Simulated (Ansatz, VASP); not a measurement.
## HfO2: VASP beside Ansatz

INCAR

```
ALGO = Normal
EDIFF = 1E-7
ENCUT = 520
GGA = PE
ISIF = 2
ISMEAR = 0
LASPH = T
LCHARG = T
LELF = T
LREAL = F
LVHAR = T
LWAVE = F
NBANDS = 18
NELM = 100
PREC = Accurate
SIGMA = 0.05
```

The input KPOINTS:

```
k-points
0
Gamma
  8 8 8
```

The input POSCAR:

```
HfO2
1.0
    0.0000000000      2.5575000000      2.5575000000
    2.5575000000      0.0000000000      2.5575000000
    2.5575000000      2.5575000000      0.0000000000
Hf O
1 2
Direct
   -0.0005058801     -0.0005058801     -0.0005058801
    0.2528218488      0.2528218488      0.2528218488
    0.7528218488      0.7528218488      0.7528218488
```

Input for Ansatz:

```yaml
crystal:
  lattice:
    - [0.0, 2.5575, 2.5575]
    - [2.5575, 0.0, 2.5575]
    - [2.5575, 2.5575, 0.0]
  atoms:
    - { symbol: Hf, position: [-0.0005058801, -0.0005058801, -0.0005058801] }
    - { symbol: O, position: [0.2528218488, 0.2528218488, 0.2528218488] }
    - { symbol: O, position: [0.7528218488, 0.7528218488, 0.7528218488] }
basis:
  ecutwfc: 420
kpoints:
  mp_grid: { grid: [8, 8, 8] }
hamiltonian:
  xc: pbe
scf:
  occupations: { method: gaussian, width: 0.05 }
output:
  forces: true
  stress: true
  eigenvalues: true
```

Change from the starting cell: mode 4 (205.5 1/cm) frozen in, largest displacement +0.025 Å.

Alike in both runs: task single point; functional PBE; k mesh 8 × 8 × 8; occupations gaussian, width 0.05 eV; no spin polarisation.

|  | VASP | Ansatz |
| --- | --- | --- |
| version | VASP 6.6.1 | Ansatz 0.2.0 |
| potentials or method | VASP PAW PBE potentials, release 64 (Hf_pv, O), cutoff 520 eV | scalar-relativistic, plane waves, PAW |
| valence electrons in the cell | 22 | 38 |

VASP gave:

| Quantity | Value |
| --- | --- |
| gap on the k mesh at the Fermi level (eV) | 3.73 |
| least direct gap on the mesh (eV) | 3.73 |
| pressure (GPa) | -5.9 |
| rms of the force components (eV/Å) | 0.047 |

Problem. Which values does Ansatz return?

Solution. gap on the k mesh at the Fermi level (eV): 3.72; least direct gap on the mesh (eV): 3.72; pressure (GPa): -2.4; rms of the force components (eV/Å): 0.051.

Atom by atom the forces differ by 0.004 eV/Å (rms over components). VASP's potentials hold 22 valence electrons a cell and Ansatz's 38, so a difference there can come from the potentials and not from the codes.

Neither program's run includes spin-orbit coupling.
